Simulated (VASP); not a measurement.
A run of VASP 6.6.1 is set up as follows.

File POSCAR:

```
MgS
1.0
    4.0075435882      0.0000000000      0.0000000000
   -2.0037717941      3.4706345542      0.0000000000
    0.0000000000      0.0000000000      6.3891231196
S Mg
2 2
Direct
    0.6666666667      0.3333333333      0.8792441500
    0.3333333333      0.6666666667      0.3792441500
    0.3333333333      0.6666666667      0.9957548500
    0.6666666667      0.3333333333      0.4957548500
```

Contents of INCAR.step1:

```
ALGO = Normal
EDIFF = 1E-4
ENCUT = 520
GGA = PE
ISMEAR = -1
LASPH = T
LCHARG = F
LREAL = F
LWAVE = T
NBANDS = 16
NELM = 80
PREC = Accurate
SIGMA = 0.05
```

The input INCAR.step2:

```
ALGO = Normal
EDIFF = 1E-7
ENCUT = 520
ISIF = 2
ISMEAR = -1
ISTART = 1
LASPH = T
LCHARG = F
LMIXTAU = T
LREAL = F
LWAVE = F
METAGGA = R2SCAN
NBANDS = 16
NELM = 80
PREC = Accurate
SIGMA = 0.05
```

File KPOINTS:

```
k-points
0
Gamma
  8 8 4
```

Potentials or basis: VASP PAW PBE potentials, release 64 (S, Mg).

Command:

```console
$ cat potpaw_PBE.64/S/POTCAR potpaw_PBE.64/Mg/POTCAR > POTCAR
$ cp INCAR.step1 INCAR
$ mpirun -np 1 vasp_std > vasp.out
$ cp INCAR.step2 INCAR
$ mpirun -np 1 vasp_std > vasp.out
```

Predict the band gap on the k mesh.

4.21 eV.

Estimate the largest force.

0.055 eV/Å.

Predict the pressure.

1.0 GPa.

Stress tensor (GPa, compression positive):
```
1.07 0.00 0.00
0.00 1.07 0.00
0.00 0.00 0.83
```

Caveat: the PAW data sets were made with another functional, which shifts forces and pressure a little.
